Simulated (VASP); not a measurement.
Input of a VASP 6.6.1 run:

The input INCAR:

```
PREC = Accurate
ENCUT = 520
EDIFF = 1E-7
ISMEAR = 0
SIGMA = 0.028999999999999998
LREAL = F
LASPH = T
NELM = 60
ALGO = Normal
ISIF = 2
LWAVE = F
LCHARG = F
GGA = PE
NBANDS = 16
```

Contents of KPOINTS:

```
Automatic mesh
0
Gamma
  7 7 7
```

File POSCAR:

```
HgTe
1.0
    0.0000000000      3.2145000000      3.2145000000
    3.2145000000      0.0000000000      3.2145000000
    3.2145000000      3.2145000000      0.0000000000
Hg Te
1 1
Direct
    0.0000000000      0.0000000000      0.0000000000
    0.7500000000      0.7500000000      0.7500000000
```

Potentials or basis: VASP PAW PBE potentials, release 64 (Hg, Te).

Run with:

```sh
$ cat potpaw_PBE.64/Hg/POTCAR potpaw_PBE.64/Te/POTCAR > POTCAR
$ mpirun -np 1 vasp_std > vasp.out
```

**Question.** Estimate the band gap on the k mesh.

**Answer.** Zero (filled and empty bands touch).

**Question.** Predict the pressure.

**Answer.** 4.6 GPa.

Caveat: spin-orbit coupling is left out, which moves the levels of the heavy elements.
